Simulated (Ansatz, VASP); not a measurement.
HgTe in VASP and in Ansatz

```xyz
2
Lattice="0.0000 3.1590 3.2235 3.1590 0.0000 3.2235 3.1590 3.1590 0.0000" Properties=species:S:1:pos:R:3 pbc="T T T"
Hg    0.0000    0.0000    0.0000
Te    4.7385    4.7385    4.8353
```

Change from the starting cell: equal xx and yy strain of -2 %.

Alike in both runs: task single point; functional LDA; k mesh 11 × 11 × 11; occupations fermi-dirac, width 0.03 eV; no spin polarisation.

|  | VASP | Ansatz |
| --- | --- | --- |
| version | VASP 6.6.1 | Ansatz 0.2.0 |
| potentials or method | VASP PAW LDA potentials, release 64 (Hg, Te), cutoff 520 eV | all-electron LAPW, scalar-relativistic |

|  | VASP | Ansatz | Ansatz less VASP |
| --- | --- | --- | --- |
| pressure (GPa) | 2.1 | 1.8 | -0.30 |
| traceless stress, the component that is largest in VASP (GPa) | -0.21 | -0.22 | -0.003 |

LDA's correlation is that of Perdew and Zunger in VASP and of Perdew and Wang (1992) in Ansatz. Ansatz ran all-electron here, and VASP with PAW potentials.

Spin-orbit coupling is off throughout.
